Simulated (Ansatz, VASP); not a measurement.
One calculation of LiNbO3, two programs

The input INCAR:

```
ALGO     = Normal         # electronic algorithm
EDIFF    = 1E-7           # SCF threshold, eV
ENCUT    = 520            # plane-wave cutoff, eV
GGA      = PE             # functional
ISIF     = 2              # what is computed and relaxed
ISMEAR   = 0              # smearing method
LASPH    = T              # aspherical terms in the spheres
LCHARG   = F              # write CHGCAR
LREAL    = F              # projectors in reciprocal space
LWAVE    = F              # write WAVECAR
NBANDS   = 45             # bands
NELM     = 60             # most SCF steps
PREC     = Accurate       # precision mode
SIGMA    = 0.1            # smearing width, eV
```

The input KPOINTS:

```
k-points
0
Gamma
  6 6 6
```

The input POSCAR:

```
LiNbO3
1.0
    2.6448998000      1.5270336100      4.6161699300
   -2.6448998000      1.5270336100      4.6161699300
    0.0000000000     -3.0540672200      4.6161699300
Li Nb O
2 2 6
Direct
    0.2500000000      0.2500000000      0.2500000000
    0.7500000000      0.7500000000      0.7500000000
    0.0000000000      0.0000000000      0.0000000000
    0.5000000000      0.5000000000      0.5000000000
    0.1435500000      0.3564500000      0.7500000000
    0.7500000000      0.1435500000      0.3564500000
    0.3564500000      0.7500000000      0.1435500000
    0.8564500000      0.6435500000      0.2500000000
    0.2500000000      0.8564500000      0.6435500000
    0.6435500000      0.2500000000      0.8564500000
```

Input for Ansatz:

```yaml
crystal:
  lattice:
    - [2.6448998, 1.52703361, 4.61616993]
    - [-2.6448998, 1.52703361, 4.61616993]
    - [0.0, -3.05406722, 4.61616993]
  atoms:
    - { symbol: Li, position: [0.25, 0.25, 0.25] }
    - { symbol: Li, position: [0.75, 0.75, 0.75] }
    - { symbol: Nb, position: [0.0, 0.0, 0.0] }
    - { symbol: Nb, position: [0.5, 0.5, 0.5] }
    - { symbol: O, position: [0.14355, 0.35645, 0.75] }
    - { symbol: O, position: [0.75, 0.14355, 0.35645] }
    - { symbol: O, position: [0.35645, 0.75, 0.14355] }
    - { symbol: O, position: [0.85645, 0.64355, 0.25] }
    - { symbol: O, position: [0.25, 0.85645, 0.64355] }
    - { symbol: O, position: [0.64355, 0.25, 0.85645] }
basis:
  ecutwfc: 420
kpoints:
  mp_grid: { grid: [6, 6, 6] }
hamiltonian:
  xc: pbe
scf:
  occupations: { method: gaussian, width: 0.1 }
  lower_state_search: "off"
output:
  forces: true
  stress: true
  eigenvalues: true
```

Alike in both runs: task single point; functional PBE; k mesh 6 × 6 × 6; occupations gaussian, width 0.1 eV; no spin polarisation.

|  | VASP | Ansatz |
| --- | --- | --- |
| version | VASP 6.6.1 | Ansatz 0.2.0 |
| potentials or method | VASP PAW PBE potentials, release 64 (Li_sv, Nb_sv, O), cutoff 520 eV | scalar-relativistic, plane waves, PAW |
| valence electrons in the cell | 68 | 68 |

|  | VASP | Ansatz | Ansatz less VASP |
| --- | --- | --- | --- |
| gap on the k mesh at the Fermi level (eV) | 2.40 | 2.42 | +0.016 |
| least direct gap on the mesh (eV) | 2.53 | 2.55 | +0.016 |
| rms of the force components (eV/Å) | 0.103 | 0.109 | +0.0059 |

Atom by atom the forces differ by 0.006 eV/Å (rms over components).

Noted on VASP's run: the cutoff is under 1.25 times that of the potentials, so the pressure is a little rough.
